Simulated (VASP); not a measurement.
# Al (I4/mmm) in VASP: further runs

Al is run at these levels: LDA; tasks: single point.

Everything below comes from runs of VASP 6.6.1. Logs are shortened: lines on timing, memory, paths and dates and some standing lists are left out, and cuts for length are marked.

### 1 The cell of the first run

The structure is tetragonal, space group I4/mmm (No. 139). The conventional cell has a = 2.862 Å, b = 2.862 Å, c = 4.068 Å, α = 90.00°, β = 90.00°, γ = 90.00°. Al (site symmetry 4/mmm) has 12 Al at 2.86 to 2.87 Å within 3.8 Å.

### 2 Single point, LDA (strain +0.0050 x Voigt [0, 1, 0, 0, 0, 0])

INCAR

```
SYSTEM = Al
  ALGO = Fast
  EDIFF = 1E-6
  ENCUT = 520
  ISIF = 2
  ISMEAR = 0
  LASPH = .TRUE.
  LCHARG = .TRUE.
  LELF = .TRUE.
  LREAL = .FALSE.
  LVHAR = .TRUE.
  LWAVE = .FALSE.
  NBANDS = 8
  NELM = 80
  PREC = Accurate
  SIGMA = 0.15
```

KPOINTS

```
k-points
0
G
  20 20 20
  0 0 0
```

POSCAR

```
Al
1.0
    0.0000000000      2.0340999000      2.0239800000
    2.0239800000      0.0000000000      2.0239800000
    2.0239800000      2.0340999000      0.0000000000
Al
1
Direct
    0.0000000000      0.0000000000      0.0000000000
```

Potentials or basis: VASP PAW LDA potentials, release 64 (Al).

On the command line:

```bash
$ cat potpaw_LDA.64/Al/POTCAR > POTCAR
$ mpirun -np 1 vasp_std > vasp.out
```

OUTCAR:

```text
SYSTEM = Al
   EDIFF = 1E-6
   ENCUT = 520
   ISIF = 2
   ISMEAR = 0
   LASPH = .TRUE.
   LREAL = .FALSE.
   NELM = 80
   PREC = Accurate

 ion  position               nearest neighbor table
   1  0.000  0.000  0.000-

  LATTYP: Found a body centered tetragonal cell.
 ALAT       =     2.8623399660
 C/A-ratio  =     1.4212846302

  Lattice vectors:

 A1 = (   0.0000000000,  -2.0340999000,   2.0239800000)
 A2 = (   0.0000000000,  -2.0340999000,  -2.0239800000)
 A3 = (   2.0239800000,   2.0340999000,   0.0000000000)

Analysis of symmetry for initial positions (statically):
=====================================================================
 Subroutine PRICEL returns:
 Original cell was already a primitive cell.

 Routine SETGRP: Setting up the symmetry group for a
 body centered tetragonal supercell.

 Subroutine GETGRP returns: Found 16 space group operations
 (whereof 16 operations were pure point group operations)
 out of a pool of 16 trial point group operations.

The static configuration has the point symmetry D_4h.

Analysis of symmetry for dynamics (positions and initial velocities):
=====================================================================
 Subroutine PRICEL returns:
 Original cell was already a primitive cell.

 Routine SETGRP: Setting up the symmetry group for a
 body centered tetragonal supercell.

 Subroutine GETGRP returns: Found 16 space group operations
 (whereof 16 operations were pure point group operations)
 out of a pool of 16 trial point group operations.

The dynamic configuration has the point symmetry D_4h.

 Subroutine INISYM returns: Found 16 space group operations
 (whereof 16 operations are pure point group operations),
 and found     1 'primitive' translations

----------------------------------------------------------------------------------------

                                     Primitive cell

  volume of cell :      16.6654

  direct lattice vectors                    reciprocal lattice vectors
     0.000000000  2.034099900  2.023980000    -0.247038014  0.245808969  0.247038014
     2.023980000  0.000000000  2.023980000     0.247038014 -0.245808969  0.247038014
     2.023980000  2.034099900  0.000000000     0.247038014  0.245808969 -0.247038014

  length of vectors
     2.869504738  2.862339966  2.869504738     0.427173981  0.427173981  0.427173981

  position of ions in fractional coordinates (direct lattice)
     0.000000000  0.000000000  0.000000000

  ion indices of the primitive-cell ions
   primitive index   ion index
                 1           1

----------------------------------------------------------------------------------------

 KPOINTS: k-points

Automatic generation of k-mesh.
 Grid dimensions read from file:
 generate k-points for:   20   20   20

 Generating k-lattice:

  Cartesian coordinates                     Fractional coordinates (reciprocal lattice)
    -0.012351901  0.012290448  0.012351901     0.050000000  0.000000000 -0.000000000
     0.012351901 -0.012290448  0.012351901     0.000000000  0.050000000  0.000000000
     0.012351901  0.012290448 -0.012351901    -0.000000000  0.000000000  0.050000000

  Length of vectors
     0.021358699  0.021358699  0.021358699

  Shift w.r.t. Gamma in fractional coordinates (k-lattice)
     0.000000000  0.000000000  0.000000000

 Subroutine IBZKPT returns following result:
 ===========================================

 Found    641 irreducible k-points:

 Following reciprocal coordinates:
            Coordinates               Weight
  0.000000  0.000000  0.000000      1.000000
  0.050000  0.000000  0.000000      8.000000
  0.100000  0.000000  0.000000      8.000000
  0.150000  0.000000  0.000000      8.000000
  0.200000  0.000000  0.000000      8.000000
  0.250000  0.000000  0.000000      8.000000
[... 16 lines left out ...]
 -0.400000  0.050000 -0.000000     16.000000
 -0.350000  0.050000 -0.000000     16.000000
 [... further k-points ...]
   k-points           NKPTS =    641   k-points in BZ     NKDIM =    641   number of bands    NBANDS=      8
   number of dos      NEDOS =    301   number of ions     NIONS =      1
   total plane-waves  NPLWV =  13824
   dimension x,y,z NGX =    24 NGY =   24 NGZ =   24
   dimension x,y,z NGXF=    48 NGYF=   48 NGZF=   48
   ions per type =               1
   NGX,Y,Z   is equivalent  to a cutoff of  13.90, 13.94, 13.90 a.u.
   NGXF,Y,Z  is equivalent  to a cutoff of  27.81, 27.88, 27.81 a.u.
 SYSTEM =  Al
   PREC   = accura    normal or accurate (medium, high low for compatibility)
   ISTART =      0    job   : 0-new  1-cont  2-samecut
   ICHARG =      2    charge: 1-file 2-atom 10-const
   ISPIN  =      1    spin polarized calculation?
   LNONCOLLINEAR =      F non collinear calculations
   LSORBIT =      F    spin-orbit coupling
   LASPH  =      T    aspherical Exc in radial PAW
   ENCUT  =  520.0 eV  38.22 Ry    6.18 a.u.   5.34  5.32  5.34*2*pi/ulx,y,z
   NELM   =     80;   NELMIN=  2; NELMDL= -5     # of ELM steps
   EDIFF  = 0.1E-05   stopping-criterion for ELM
   LREAL  =      F    real-space projection
   EDIFFG = 0.1E-04   stopping-criterion for IOM
   NSW    =      0    number of steps for IOM
   IBRION =     -1    ionic relax: 0-MD 1-quasi-New 2-CG
   NFREE  =      0    steps in history (QN), initial steepest desc. (CG)
   ISIF   =      2    stress and relaxation
   ISYM   =      2    0-nonsym 1-usesym 2-fastsym
   POTIM  = 0.5000    time-step for ionic-motion
   TEBEG  =    0.0;   TEEND  =   0.0 temperature during run
   PSTRESS=    0.0 pullay stress
   NELECT =       3.0000    total number of electrons
   NUPDOWN=      -1.0000    fix difference up-down
   EMIN   =  10.00;   EMAX   =-10.00  energy-range for DOS
   EFERMI =   0.00;   METHOD = LEGACY
   ISMEAR =     0;   SIGMA  =   0.15  broadening in eV -4-tet -1-fermi 0-gaus
   EFERMI_NEDOS =   21; number of points for ismear=-14 and -15
   IALGO  =     68    algorithm
   IMIX   =      4    mixing-type and parameters
     AMIX     =   0.40;   BMIX     =  1.00
     AMIX_MAG =   1.60;   BMIX_MAG =  1.00
  volume/ion in A,a.u.               =      16.67       112.46
  Fermi-wavevector in a.u.,A,eV,Ry     =   0.924365  1.746797 11.625517  0.854451
  Thomas-Fermi vector in A             =   2.050103
   LORBIT       =      0    0 simple, 1 ext, 2 COOP (PROOUT), +10 PAW based schemes
   GGA     = CA    functional components
   LHFCALC =     F    Hartree Fock is set to
   AEXX    =    0.0000 exact exchange contribution
   IVDW    =     0    specifies the selected vdW correction
   LEPSILON=     F    determine dielectric tensor
   LRPA    =     F    only Hartree local field effects (RPA)
 non-spin polarized calculation
 RMM-DIIS sequential band-by-band and
 Gauss-broadening in eV      SIGMA  =   0.15
  energy-cutoff  :      520.00
  volume of cell :       16.67
 maximum number of plane-waves:       461
 NGX is ok and might be reduce to    24
   NGX = 11   NGY = 11   NGZ = 11

 number of electron       3.0000000 magnetization

 Free energy of the ion-electron system (eV)
  ---------------------------------------------------
  ext. energy  EPLUGINS =         0.00000000
  ---------------------------------------------------
  free energy    TOTEN  =        -4.18258748 eV

  energy without entropy =       -4.17759624  energy(sigma->0) =       -4.18009186

 E-fermi :   7.7262     XC(G=0): -10.3072

 val. band max:        7.7176071443   @ k =   0.4500  -0.4500   0.1000
 cond. band min:       7.7283073534   @ k =  -0.4000   0.4000  -0.0000
 fundamental gap:      0.0107002091
 Fermi energy:         7.7262163808

 k-point     1 :       0.0000    0.0000    0.0000
  band No.  band energies     occupation
      1      -3.3438      2.00000
      2      20.1691      0.00000
      3      20.2233      0.00000
      4      20.2233      0.00000
      5      21.4440      0.00000
      6      21.4440      0.00000
      7      21.4580      0.00000
      8      24.2285      0.00000

 k-point     2 :       0.0500    0.0000    0.0000
  band No.  band energies     occupation
      1      -3.2764      2.00000
      2      18.8750      0.00000
      3      19.8919      0.00000
      4      19.9270      0.00000
      5      21.8429      0.00000
      6      21.8498      0.00000
      7      22.0608      0.00000
      8      24.9039      0.00000

 k-point     3 :       0.1000    0.0000    0.0000
  band No.  band energies     occupation
      1      -3.0745      2.00000
      2      16.9143      0.00000
      3      19.4068      0.00000
      4      19.4472      0.00000
      5      22.2506      0.00000
      6      22.6111      0.00000
      7      22.6158      0.00000
      8      25.5131      0.00000

 k-point     4 :       0.1500    0.0000    0.0000
  band No.  band energies     occupation
      1      -2.7387      2.00000
      2      14.9159      0.00000
      3      18.9714      0.00000
      4      19.0200      0.00000
      5      22.1627      0.00000
      6      23.3022      0.00000
      7      23.3450      0.00000
      8      24.7876      0.00000

 k-point     5 :       0.2000    0.0000    0.0000
  band No.  band energies     occupation
      1      -2.2699      2.00000
      2      12.9643      0.00000
      3      18.6297      0.00000
      4      18.6874      0.00000
      5      22.0224      0.00000
      6      22.9814      0.00000
      7      23.1332      0.00000
      8      25.1943      0.00000
[... 177 lines left out ...]
 k-point    22 :      -0.4500    0.0500   -0.0000
  band No.  band energies     occupation
      1       2.4622      2.00000
      2       4.1900      2.00000
      3      17.3084      0.00000
      4      18.2047      0.00000
      5      19.6194      0.00000
      6      19.7863      0.00000
      7      22.9481      0.00000
      8      23.9190      0.00000

 k-point    23 :      -0.4000    0.0500   -0.0000
  band No.  band energies     occupation
      1       1.3154      2.00000
      2       5.6124      2.00000
      3      17.0476      0.00000
      4      18.7012      0.00000
      5      19.5553      0.00000
      6      20.1480      0.00000
      7      22.6572      0.00000
      8      24.4631      0.00000

 k-point    24 :      -0.3500    0.0500   -0.0000
  band No.  band energies     occupation
      1       0.2903      2.00000
      2       7.1483      2.00000
      3      16.9023      0.00000
      4      19.1890      0.00000
      5      19.5567      0.00000
      6      20.7856      0.00000
      7      22.4641      0.00000
      8      25.1160      0.00000

 [... further k-points ...]
[... 5 lines left out ...]
  --------------------------------------------------------------------------------------
  -------------------------------------------------------------------------------------
  Total       -0.4019124     -0.4035316     -0.4019124      0.0000000      0.0000000      0.0000000
  in kB      -38.6391245    -38.7947942    -38.6391245      0.0000000      0.0000000      0.0000000
  external PRESSURE =     -38.6910144 kB  Pullay stress =       0.0000000 kB

 VOLUME and BASIS-vectors are now :
 -----------------------------------------------------------------------------
  energy-cutoff  :      520.00
  volume of cell :       16.67
      direct lattice vectors                 reciprocal lattice vectors
     0.000000000  2.034099900  2.023980000    -0.247038014  0.245808969  0.247038014
     2.023980000  0.000000000  2.023980000     0.247038014 -0.245808969  0.247038014
     2.023980000  2.034099900  0.000000000     0.247038014  0.245808969 -0.247038014

 POSITION                                       TOTAL-FORCE (eV/Angst)
 -----------------------------------------------------------------------------------
      0.00000      0.00000      0.00000         0.000000     -0.000000     -0.000000
 -----------------------------------------------------------------------------------
    total drift:                               -0.000000      0.000000     -0.000000

  FREE ENERGIE OF THE ION-ELECTRON SYSTEM (eV)
  ---------------------------------------------------
  free  energy   TOTEN  =        -4.1825874820 eV

  energy  without entropy=       -4.1775962360  energy(sigma->0) =       -4.18009186
```

Wall time 30 s (1 thread of Intel Xeon 6975P-C, shared host); peak memory 0.18 GiB.

What came out:

```
Free energy : -4.1826 eV
Pressure    : -3.9 GPa
```

Caveat: the cell differs from its parent crystal (strain +0.0050 x Voigt [0, 1, 0, 0, 0, 0]).

### 3 Single point, LDA (strain +0.0150 x Voigt [0, 1, 0, 0, 0, 0])

INCAR

```
PREC = Accurate
ENCUT = 520
EDIFF = 1E-6
ISMEAR = 0
SIGMA = 0.15
LREAL = False
LASPH = True
NELM = 80
ALGO = Normal
ISIF = 2
LWAVE = False
LCHARG = False
NBANDS = 8
```

KPOINTS

```
Automatic mesh
0
Gamma
  20 20 20
```

POSCAR

```
Al
1.0
    0.0000000000      2.0543397000      2.0239800000
    2.0239800000      0.0000000000      2.0239800000
    2.0239800000      2.0543397000      0.0000000000
Al
1
Direct
    0.0000000000      0.0000000000      0.0000000000
```

Potentials or basis: VASP PAW LDA potentials, release 64 (Al).

On the command line:

```bash
$ cat potpaw_LDA.64/Al/POTCAR > POTCAR
$ mpirun -np 1 vasp_std > vasp.out
```

It took 38 s on 1 thread of Intel Xeon 6975P-C, shared host; peak memory 0.18 GiB.

The run converged. Its results:

| Quantity | Value |
| --- | --- |
| Free energy | -4.1781 eV |
| Pressure | -4.5 GPa |

Stress tensor (GPa, compression positive):
```
-4.34  0.00  0.00
 0.00 -4.82  0.00
 0.00  0.00 -4.34
```

Levels at points of the mesh, in eV from the Fermi level:
```csv
k point,band 1,band 2,band 3,band 4,band 5,band 6
"(0.00, 0.00, 0.00)",-11.00,12.32,12.48,12.48,13.58,13.58
"(0.50, 0.00, 0.00)",-4.51,-4.41,10.80,11.14,11.17,11.48
"(0.50, 0.50, 0.00)",-2.82,-1.55,5.21,5.26,5.37,8.65
"(0.50, 0.00, 0.50)",-3.02,-1.85,5.37,5.58,5.58,8.93
```

Caveat: the cell differs from its parent crystal (strain +0.0150 x Voigt [0, 1, 0, 0, 0, 0]).

### 4 Single point, LDA (strain +0.0100 x Voigt [0, 1, 0, 0, 0, 0])

INCAR

```
ALGO = Fast
EDIFF = 1E-7
ENCUT = 520
GGA = CA
ISIF = 2
ISMEAR = 0
LASPH = True
LCHARG = False
LREAL = False
LWAVE = False
NBANDS = 8
NELM = 60
PREC = Accurate
SIGMA = 0.15
```

KPOINTS

```
k-points
0
Gamma
  20 20 20
```

POSCAR

```
Al
1.0
    0.0000000000      2.0442198000      2.0239800000
    2.0239800000      0.0000000000      2.0239800000
    2.0239800000      2.0442198000      0.0000000000
Al
1
Direct
    0.0000000000      0.0000000000      0.0000000000
```

On the command line:

```bash
$ cat potpaw_LDA.64/Al/POTCAR > POTCAR
$ mpirun -np 1 vasp_std > vasp.out
```

Run time: 42 s. Hardware: 1 thread of Intel Xeon 6975P-C, shared host; peak memory 0.18 GiB.

The run converged. Its results:

```yaml
Free_energy: -4.1805 eV
Pressure: -4.2 GPa
```

Stress tensor (GPa, compression positive):
```
-4.13  0.00  0.00
 0.00 -4.30  0.00
 0.00  0.00 -4.13
```

Levels at points of the mesh, in eV from the Fermi level:
| k point | band 1 | band 2 | band 3 | band 4 | band 5 | band 6 |
| --- | --- | --- | --- | --- | --- | --- |
| (0.00, 0.00, 0.00) | -11.04 | 12.38 | 12.49 | 12.49 | 13.65 | 13.65 |
| (0.50, 0.00, 0.00) | -4.53 | -4.41 | 10.92 | 11.16 | 11.22 | 11.44 |
| (0.50, 0.50, 0.00) | -2.85 | -1.58 | 5.22 | 5.33 | 5.40 | 8.72 |
| (0.50, 0.00, 0.50) | -2.99 | -1.79 | 5.33 | 5.55 | 5.55 | 8.91 |

Caveat: the cell differs from its parent crystal (strain +0.0100 x Voigt [0, 1, 0, 0, 0, 0]).

### 5 The runs side by side

```tsv
cell	gap on the mesh (eV)	pressure (GPa)
a = 2.870, b = 2.862 Å, angles 60.1, 59.8, 60.1°, 1 atom	none	-3.9
a = 2.884, b = 2.862 Å, angles 60.2, 59.5, 60.2°, 1 atom	none	-4.5
a = 2.877, b = 2.862 Å, angles 60.2, 59.7, 60.2°, 1 atom	none	-4.2
```

Alike in all rows: task single point; level LDA; potentials or basis VASP PAW LDA potentials, release 64 (Al); no spin polarisation; k mesh 20 × 20 × 20; cutoff (eV) 520; smearing gaussian 0.15 eV.

Total energies depend on the potentials used, so only differences within one code and one set of settings carry meaning.
